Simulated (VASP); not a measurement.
A run of VASP 6.6.1:

INCAR

```
SYSTEM = Nb
ALGO = Normal ; EDIFF = 1E-7
ENCUT = 520 ; GGA = PE
ISIF = 2 ; ISMEAR = 0
LASPH = .True. ; LCHARG = .False.
LREAL = .False. ; LWAVE = .False.
NBANDS = 12 ; NELM = 100
PREC = Accurate ; SIGMA = 0.15
```

The input KPOINTS:

```
k-points
0
Gamma
  20 20 20
  0 0 0
```

File POSCAR:

```
Nb
1.0
    0.0000000000      2.0092500000      2.1150000000
    2.0092500000      0.0000000000      2.1150000000
    2.0092500000      2.0092500000      0.0000000000
Nb
1
Direct
    0.0000000000      0.0000000000      0.0000000000
```

Potentials or basis: VASP PAW PBE potentials, release 64 (Nb_sv).

Run with:

```sh
$ cat potpaw_PBE.64/Nb_sv/POTCAR > POTCAR
$ mpirun -np 1 vasp_std > vasp.out
```

Hardware: 1 thread of Intel(R) Xeon(R) 6975P-C (Granite Rapids), with other jobs on the host.

Q: How long does it take, and how much memory?

A: It took 75 s on 1 thread of Intel(R) Xeon(R) 6975P-C (Granite Rapids), with other jobs on the host, peak memory 0.25 GiB. Counts: scf iterations 14, k points 641.
